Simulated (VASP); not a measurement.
## Bi: single point with r2SCAN

The system is Bi.

```
Bi
1.0
     2.26726    1.30900    4.11667
    -2.26726    1.30900    4.11667
     0.00000   -2.61800    4.11667
Bi
2
Direct
  0.23171 0.23171 0.23171
  0.76829 0.76829 0.76829
```

* Program: VASP 6.6.1
* Task: single point
* Functional: r2SCAN
* Potentials or basis: VASP PAW PBE potentials, release 64 (Bi_d)
* Cutoff: 520 eV
* k mesh: 12 × 12 × 12
* Occupations: fermi-dirac, width 0.1 eV
* Spin: no spin polarisation
* Dipole correction: no
* Further INCAR settings: ALGO = Normal; EDIFF = 1e-06; NBANDS = 22

```
Pressure               : 0.0 GPa
Largest force          : 0.010 eV/Å
Band gap on the k mesh : zero (bands 15 and 16 overlap by 0.10 eV)
```

Forces in eV/Å, atoms in the order of the input:
```
Bi   0.000  0.000  0.010
Bi   0.000  0.000 -0.010
```

Levels at points of the mesh, in eV from the Fermi level:
```
           k point  band 11  band 12  band 13  band 14  band 15  band 16  band 17  band 18  band 19  band 20
(0.00, 0.00, 0.00)   -13.61    -7.90    -1.83    -1.32    -1.32     2.24     2.82     2.82     6.04     6.29
(0.50, 0.00, 0.00)   -11.69   -10.88    -1.86    -1.55    -0.46    -0.18     0.56     1.23     7.51     8.35
(0.50, 0.50, 0.00)   -11.77    -9.95    -4.76    -3.21    -2.98     2.43     4.78     5.61     6.53     9.49
(0.50, 0.50, 0.50)   -12.58   -10.17    -0.87    -0.78    -0.78     0.87     0.87     0.90     7.02     9.38
```

It took 24 min on 1 thread of Intel Xeon 8259CL (shared host), peak memory 0.38 GiB.

Caveat: the PAW data sets were made with another functional, which shifts forces and pressure a little; spin-orbit coupling is left out, which moves the levels of the heavy elements.
